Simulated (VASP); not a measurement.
Here is a VASP 6.6.1 calculation.

Contents of INCAR:

```
ALGO = Fast ; EDIFF = 1E-7
EDIFFG = -0.005 ; ENCUT = 600
GGA = PS ; IBRION = 2
ISIF = 3 ; ISMEAR = 0
LASPH = T ; LCHARG = F
LREAL = F ; LWAVE = F
NELM = 100 ; NSW = 100
PREC = Accurate ; SIGMA = 0.1
```

The input KPOINTS:

```
k-points
0
Gamma
  18 18 10
```

POSCAR

```
Al
1.0
    2.8124553515      0.0000000000      0.0000000000
   -1.4062276757      2.4356577814      0.0000000000
    0.0000000000      0.0000000000      4.8668500000
Al
2
Direct
    0.6666666700      0.3333333300      0.7500000000
    0.3333333300      0.6666666700      0.2500000000
```

Potentials or basis: VASP PAW PBE potentials, release 64 (Al).

Launch:

```bash
$ cat potpaw_PBE.64/Al/POTCAR > POTCAR
$ mpirun -np 1 vasp_std > vasp.out
```

**Question.** Estimate the relaxed cell.

**Answer.** a = 2.827 Å, b = 2.827 Å, c = 4.716 Å, α = 90.00°, β = 90.00°, γ = 120.00°.

**Question.** What does it give for the band gap on the k mesh?

**Answer.** Zero (bands 3 and 4 overlap by 7.17 eV).

The path:
```csv
step,energy change (eV),largest force (eV/Å),pressure (GPa),volume (Å³)
1,0.0000,0.0000,-1.33,33.34
2,-0.0054,0.0000,0.07,32.68
3,-0.0056,0.0000,0.41,32.52
4,-0.0066,0.0000,0.12,32.62
5,-0.0069,0.0000,-0.03,32.67
6,-0.0070,0.0000,-0.30,32.77
7,-0.0070,0.0000,-0.25,32.75
8,-0.0072,0.0000,0.07,32.62
9,-0.0072,0.0000,0.03,32.64
```

Caveat: the PAW data sets were made with another functional, which shifts forces and pressure a little.
